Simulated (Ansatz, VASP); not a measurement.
# In3Sb in VASP and in Ansatz

The input INCAR:

```
SYSTEM = In3Sb
PREC = Accurate
ENCUT = 500
EDIFF = 1E-6
ISMEAR = 0
SIGMA = 0.1
LREAL = .False.
LASPH = .True.
NELM = 120
ALGO = Normal
ISIF = 2
LWAVE = .False.
LCHARG = .True.
GGA = PS
LELF = .True.
LVHAR = .True.
NBANDS = 30
GGA_COMPAT = .False.
```

Contents of KPOINTS:

```
Automatic mesh
0
Gamma
  10 10 10
  0 0 0
```

Contents of POSCAR:

```
In3Sb
1.0
    4.7704353001      0.0000000000      0.0000000000
    0.0000000000      4.7704353001      0.0000000000
    0.0000000000      0.0000000000      4.7704353001
In Sb
3 1
Direct
    0.5000000000      0.5000000000      0.0000000000
    0.5000000000      0.0000000000      0.5000000000
    0.0000000000      0.5000000000      0.5000000000
    0.0000000000      0.0000000000      0.0000000000
```

Input for Ansatz:

```yaml
crystal:
  lattice:
    - [4.7704353001, 0.0, 0.0]
    - [0.0, 4.7704353001, 0.0]
    - [0.0, 0.0, 4.7704353001]
  atoms:
    - { symbol: In, position: [0.5, 0.5, 0.0] }
    - { symbol: In, position: [0.5, 0.0, 0.5] }
    - { symbol: In, position: [0.0, 0.5, 0.5] }
    - { symbol: Sb, position: [0.0, 0.0, 0.0] }
basis:
  ecutwfc: 420
kpoints:
  mp_grid: { grid: [10, 10, 10] }
hamiltonian:
  xc: pbesol
scf:
  occupations: { method: gaussian, width: 0.1 }
output:
  forces: true
  stress: true
  eigenvalues: true
```

Alike in both runs: task single point; functional PBEsol; k mesh 10 × 10 × 10; occupations gaussian, width 0.1 eV; no spin polarisation.

|  | VASP | Ansatz |
| --- | --- | --- |
| version | VASP 6.6.1 | Ansatz 0.2.0 |
| potentials or method | VASP PAW PBE potentials, release 64 (In_d, Sb), cutoff 500 eV | scalar-relativistic, plane waves, PAW |
| valence electrons in the cell | 44 | 54 |

```tsv
	VASP	Ansatz	Ansatz less VASP
gap on the k mesh at the Fermi level (eV)	none	none	-
pressure (GPa)	-1.3	-1.2	+0.06
```

VASP's potentials were made for PBE, not for PBEsol. A gap of «none» marks a metal or a gap that the smearing closes. VASP's potentials hold 44 valence electrons a cell and Ansatz's 54, so a difference there can come from the potentials and not from the codes.

Neither program's run includes spin-orbit coupling.
